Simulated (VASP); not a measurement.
# Si (R-3m) in VASP: single point with PBE

Aim: the single point of Si with PBE.

Program: VASP 6.6.1. These are calculated values, not measurements. Logs are shortened: lines on timing, memory, paths and dates and some standing lists are left out, and cuts for length are marked.

## (1) The cell of the first run

Symmetry: R-3m, No. 166, trigonal system. The conventional cell has a = 3.818 Å, b = 3.818 Å, c = 9.353 Å, α = 90.00°, β = 90.00°, γ = 120.00°. Within 2.9 Å of Si (site symmetry 3m) lie 4 Si at 2.17 to 2.40 Å.

## (2) Single point, PBE

File INCAR:

```
SYSTEM = Si
PREC = Accurate
ENCUT = 500
EDIFF = 1E-6
ISMEAR = -1
SIGMA = 0.05
LREAL = .False.
LASPH = .True.
NELM = 120
ALGO = Normal
ISIF = 2
LWAVE = .False.
LCHARG = .False.
GGA = PE
NBANDS = 11
GGA_COMPAT = .False.
```

File KPOINTS:

```
Automatic mesh
0
Gamma
  3 3 3
  0 0 0
```

File POSCAR:

```
Si
1.0
    0.0000000000      2.7000000000      2.7000000000
    2.7000000000      0.0000000000      2.7000000000
    2.7000000000      2.7000000000      0.0000000000
Si
2
Direct
    0.0000000000      0.0000000000      0.0000000000
    0.2325438584      0.2325438584      0.2325438584
```

Potentials or basis: VASP PAW PBE potentials, release 64 (Si).

Started as:

```bash
$ cat potpaw_PBE.64/Si/POTCAR > POTCAR
$ mpirun -np 1 vasp_std > vasp.out
```

OUTCAR:

```text
SYSTEM = Si
   PREC = Accurate
   ENCUT = 500
   EDIFF = 1E-6
   ISMEAR = -1
   LREAL = .False.
   LASPH = .True.
   NELM = 120
   ISIF = 2
   GGA = PE

 ion  position               nearest neighbor table
   1  0.000  0.000  0.000-   2 2.17   2 2.40   2 2.40   2 2.40
   2  0.233  0.233  0.233-   1 2.17   1 2.40   1 2.40   1 2.40

  LATTYP: Found a face centered cubic cell.
 ALAT       =     5.4000000000

  Lattice vectors:

 A1 = (   0.0000000000,   2.7000000000,   2.7000000000)
 A2 = (   2.7000000000,   0.0000000000,   2.7000000000)
 A3 = (   2.7000000000,   2.7000000000,   0.0000000000)

Analysis of symmetry for initial positions (statically):
=====================================================================
 Subroutine PRICEL returns:
 Original cell was already a primitive cell.

 Routine SETGRP: Setting up the symmetry group for a
 face centered cubic supercell.

 Subroutine GETGRP returns: Found 12 space group operations
 (whereof  6 operations were pure point group operations)
 out of a pool of 48 trial point group operations.

The static configuration has the point symmetry C_3v.
 The point group associated with its full space group is D_3d.

Analysis of symmetry for dynamics (positions and initial velocities):
=====================================================================
 Subroutine PRICEL returns:
 Original cell was already a primitive cell.

 Routine SETGRP: Setting up the symmetry group for a
 face centered cubic supercell.

 Subroutine GETGRP returns: Found 12 space group operations
 (whereof  6 operations were pure point group operations)
 out of a pool of 48 trial point group operations.

The dynamic configuration has the point symmetry C_3v.
 The point group associated with its full space group is D_3d.

 Subroutine INISYM returns: Found 12 space group operations
 (whereof  6 operations are pure point group operations),
 and found     1 'primitive' translations

----------------------------------------------------------------------------------------

                                     Primitive cell

  volume of cell :      39.3660

  direct lattice vectors                    reciprocal lattice vectors
     0.000000000  2.700000000  2.700000000    -0.185185185  0.185185185  0.185185185
     2.700000000  0.000000000  2.700000000     0.185185185 -0.185185185  0.185185185
     2.700000000  2.700000000  0.000000000     0.185185185  0.185185185 -0.185185185

  length of vectors
     3.818376618  3.818376618  3.818376618     0.320750150  0.320750150  0.320750150

  position of ions in fractional coordinates (direct lattice)
     0.000000000  0.000000000  0.000000000
     0.232543858  0.232543858  0.232543858

  ion indices of the primitive-cell ions
   primitive index   ion index
                 1           1
                 2           2

----------------------------------------------------------------------------------------

 KPOINTS: Automatic mesh

Automatic generation of k-mesh.
 Grid dimensions read from file:
 generate k-points for:    3    3    3

 Generating k-lattice:

  Cartesian coordinates                     Fractional coordinates (reciprocal lattice)
    -0.061728395  0.061728395  0.061728395     0.333333333  0.000000000  0.000000000
     0.061728395 -0.061728395  0.061728395     0.000000000  0.333333333  0.000000000
     0.061728395  0.061728395 -0.061728395     0.000000000  0.000000000  0.333333333

  Length of vectors
     0.106916717  0.106916717  0.106916717

  Shift w.r.t. Gamma in fractional coordinates (k-lattice)
     0.000000000  0.000000000  0.000000000

 Subroutine IBZKPT returns following result:
 ===========================================

 Found      6 irreducible k-points:

 Following reciprocal coordinates:
            Coordinates               Weight
  0.000000  0.000000  0.000000      1.000000
  0.333333  0.000000  0.000000      6.000000
  0.333333  0.333333  0.333333      2.000000
  0.333333  0.333333  0.000000      6.000000
 -0.333333  0.333333  0.000000      6.000000
  0.333333  0.333333 -0.333333      6.000000
   k-points           NKPTS =      6   k-points in BZ     NKDIM =      6   number of bands    NBANDS=     11
   number of dos      NEDOS =    301   number of ions     NIONS =      2
   total plane-waves  NPLWV =  21952
   dimension x,y,z NGX =    28 NGY =   28 NGZ =   28
   dimension x,y,z NGXF=    56 NGYF=   56 NGZF=   56
   ions per type =               2
   NGX,Y,Z   is equivalent  to a cutoff of  12.19, 12.19, 12.19 a.u.
   NGXF,Y,Z  is equivalent  to a cutoff of  24.38, 24.38, 24.38 a.u.
 SYSTEM =  Si
   PREC   = accura    normal or accurate (medium, high low for compatibility)
   ISTART =      0    job   : 0-new  1-cont  2-samecut
   ICHARG =      2    charge: 1-file 2-atom 10-const
   ISPIN  =      1    spin polarized calculation?
   LNONCOLLINEAR =      F non collinear calculations
   LSORBIT =      F    spin-orbit coupling
   LASPH  =      T    aspherical Exc in radial PAW
   ENCUT  =  500.0 eV  36.75 Ry    6.06 a.u.   6.96  6.96  6.96*2*pi/ulx,y,z
   NELM   =    120;   NELMIN=  2; NELMDL= -5     # of ELM steps
   EDIFF  = 0.1E-05   stopping-criterion for ELM
   LREAL  =      F    real-space projection
   EDIFFG = 0.1E-04   stopping-criterion for IOM
   NSW    =      0    number of steps for IOM
   IBRION =     -1    ionic relax: 0-MD 1-quasi-New 2-CG
   NFREE  =      0    steps in history (QN), initial steepest desc. (CG)
   ISIF   =      2    stress and relaxation
   ISYM   =      2    0-nonsym 1-usesym 2-fastsym
   POTIM  = 0.5000    time-step for ionic-motion
   TEBEG  =    0.0;   TEEND  =   0.0 temperature during run
   PSTRESS=    0.0 pullay stress
   NELECT =       8.0000    total number of electrons
   NUPDOWN=      -1.0000    fix difference up-down
   EMIN   =  10.00;   EMAX   =-10.00  energy-range for DOS
   EFERMI =   0.00;   METHOD = LEGACY
   ISMEAR =    -1;   SIGMA  =   0.05  broadening in eV -4-tet -1-fermi 0-gaus
   EFERMI_NEDOS =   21; number of points for ismear=-14 and -15
   IALGO  =     38    algorithm
   IMIX   =      4    mixing-type and parameters
     AMIX     =   0.40;   BMIX     =  1.00
     AMIX_MAG =   1.60;   BMIX_MAG =  1.00
  volume/ion in A,a.u.               =      19.68       132.83
  Fermi-wavevector in a.u.,A,eV,Ry     =   0.962493  1.818849 12.604348  0.926393
  Thomas-Fermi vector in A             =   2.091957
   LORBIT       =      0    0 simple, 1 ext, 2 COOP (PROOUT), +10 PAW based schemes
   GGA     = PE    functional components
   LHFCALC =     F    Hartree Fock is set to
   AEXX    =    0.0000 exact exchange contribution
   IVDW    =     0    specifies the selected vdW correction
   LEPSILON=     F    determine dielectric tensor
   LRPA    =     F    only Hartree local field effects (RPA)
 non-spin polarized calculation
  energy-cutoff  :      500.00
  volume of cell :       39.37
 maximum number of plane-waves:      1018
   NGX = 13   NGY = 13   NGZ = 13

 number of electron       8.0000001 magnetization

 Free energy of the ion-electron system (eV)
  ---------------------------------------------------
  ext. energy  EPLUGINS =         0.00000000
  ---------------------------------------------------
  free energy    TOTEN  =        -9.97511641 eV

  energy without entropy =       -9.96138463  energy(sigma->0) =       -9.96825052

 E-fermi :   6.5638     XC(G=0):  -9.4309

 val. band max:        6.5437900198   @ k =   0.0000   0.0000   0.0000
 cond. band min:       6.6572309811   @ k =   0.3333   0.3333   0.0000
 fundamental gap:      0.1134409613
 Fermi energy:         6.5638134174

 k-point     1 :       0.0000    0.0000    0.0000
  band No.  band energies     occupation
      1      -6.0445      2.00000
      2       5.2229      2.00000
      3       6.5438      1.19760
      4       6.5438      1.19760
      5       8.2715      0.00000
      6       8.2715      0.00000
      7       9.1711      0.00000
      8       9.6124      0.00000
      9      13.8075      0.00000
     10      13.8075      0.00000
     11      14.0293      0.00000

 k-point     2 :       0.3333    0.0000    0.0000
  band No.  band energies     occupation
      1      -4.6857      2.00000
      2       0.8121      2.00000
      3       4.5632      2.00000
      4       5.4841      2.00000
      5       7.7700      0.00000
      6       8.8802      0.00000
      7      10.0364      0.00000
      8      13.7318      0.00000
      9      14.1468      0.00000
     10      14.3895      0.00000
     11      15.3631      0.00000

 k-point     3 :       0.3333    0.3333    0.3333
  band No.  band energies     occupation
      1      -4.5546      2.00000
      2       0.2133      2.00000
      3       5.2074      2.00000
      4       5.2074      2.00000
      5       8.0934      0.00000
      6       9.8095      0.00000
      7       9.8095      0.00000
      8      13.6189      0.00000
      9      13.6189      0.00000
     10      14.0369      0.00000
     11      14.9933      0.00000

 k-point     4 :       0.3333    0.3333    0.0000
  band No.  band energies     occupation
      1      -4.1259      2.00000
      2       0.9918      2.00000
      3       3.5221      2.00000
      4       3.7538      2.00000
      5       6.6572      0.26747
      6       8.0196      0.00000
      7      13.3452      0.00000
      8      13.4181      0.00000
      9      15.9358      0.00000
     10      16.0597      0.00000
     11      19.2173      0.00000

 k-point     5 :      -0.3333    0.3333    0.0000
  band No.  band energies     occupation
      1      -2.9170      2.00000
      2      -0.4461      2.00000
      3       1.5844      2.00000
      4       3.7929      2.00000
      5       7.2727      0.00000
      6      12.1332      0.00000
      7      12.6507      0.00000
      8      12.8780      0.00000
      9      13.7222      0.00000
     10      13.9393      0.00000
     11      20.1777      0.00000

 k-point     6 :       0.3333    0.3333   -0.3333
  band No.  band energies     occupation
      1      -2.6048      2.00000
      2      -1.0320      2.00000
      3       1.5310      2.00000
      4       4.0943      2.00000
      5       7.8301      0.00000
      6      11.4337      0.00000
      7      12.2641      0.00000
      8      13.4192      0.00000
      9      13.6783      0.00000
     10      13.9017      0.00000
     11      20.6126      0.00000

------------------------ aborting loop because EDIFF is reached ----------------------------------------

  FORCE on cell =-STRESS in cart. coord.  units (eV):
  Direction    XX          YY          ZZ          XY          YZ          ZX
  --------------------------------------------------------------------------------------
  -------------------------------------------------------------------------------------
  Total        1.6418835      1.6418835      1.6418835      1.3208687      1.3208687      1.3208687
  in kB       66.8238719     66.8238719     66.8238719     53.7587226     53.7587226     53.7587226
  external PRESSURE =      66.8238719 kB  Pullay stress =       0.0000000 kB

 VOLUME and BASIS-vectors are now :
 -----------------------------------------------------------------------------
  energy-cutoff  :      500.00
  volume of cell :       39.37
      direct lattice vectors                 reciprocal lattice vectors
     0.000000000  2.700000000  2.700000000    -0.185185185  0.185185185  0.185185185
     2.700000000  0.000000000  2.700000000     0.185185185 -0.185185185  0.185185185
     2.700000000  2.700000000  0.000000000     0.185185185  0.185185185 -0.185185185

 POSITION                                       TOTAL-FORCE (eV/Angst)
 -----------------------------------------------------------------------------------
      0.00000      0.00000      0.00000        -1.673768     -1.673768     -1.673768
      1.25574      1.25574      1.25574         1.673768      1.673768      1.673768
 -----------------------------------------------------------------------------------
    total drift:                                0.000000      0.000000      0.000000

  FREE ENERGIE OF THE ION-ELECTRON SYSTEM (eV)
  ---------------------------------------------------
  free  energy   TOTEN  =        -9.9751164145 eV

  energy  without entropy=       -9.9613846342  energy(sigma->0) =       -9.96825052
```

Wall time 7.6 s (1 thread of Intel Xeon 8259CL, shared host); peak memory 0.14 GiB.

Results:

| Property | Result |
| --- | --- |
| Free energy | -9.9751 eV |
| Pressure | 6.7 GPa |
| Largest force | 2.899 eV/Å |
| Band gap on the k mesh | 0.11 eV, indirect (least direct gap 1.73 eV) |

Forces on the atoms (eV/Å):
```
Si  -1.674 -1.674 -1.674
Si   1.674  1.674  1.674
```

Caveat: the k points lie up to 0.67 Å⁻¹ apart; forces of over 1 eV/Å act on the atoms, so gaps and moduli don't describe the material at rest.
